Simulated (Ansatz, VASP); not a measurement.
Two plane-wave programs on MnO

```xyz
2
Lattice="0.0000 2.2220 2.2220 2.2220 0.0000 2.2220 2.2220 2.2220 0.0000" Properties=species:S:1:pos:R:3 pbc="T T T"
Mn    0.0000    0.0000    0.0000
O     2.2220    2.2220    2.2220
```

Alike in both runs: task single point; functional LDA; k mesh 12 × 12 × 12; occupations gaussian, width 0.05 eV; collinear spin.

|  | VASP | Ansatz |
| --- | --- | --- |
| version | VASP 6.6.1 | Ansatz 0.2.0 |
| potentials or method | VASP PAW LDA potentials, release 64 (Mn_pv, O), cutoff 520 eV | scalar-relativistic, plane waves, PAW |
| valence electrons in the cell | 19 | 21 |

|  | VASP | Ansatz | Ansatz less VASP |
| --- | --- | --- | --- |
| gap on the k mesh at the Fermi level (eV) | none | none | - |
| pressure (GPa) | -17.1 | -16.6 | +0.45 |
| net moment per atom (μB) | 2.27 | 2.29 | +0.018 |
| size of the moment on the site where the two differ most (μB) | 4.13 | 3.90 | -0.233 |

LDA's correlation is that of Perdew and Zunger in VASP and of Perdew and Wang (1992) in Ansatz. Site moments also hang on the region over which each program counts them. A gap of «none» marks a metal or a gap that the smearing closes. VASP's potentials hold 19 valence electrons a cell and Ansatz's 21, so a difference there can come from the potentials and not from the codes. Ansatz's warnings: anisotropy in doubt, stability check not made.
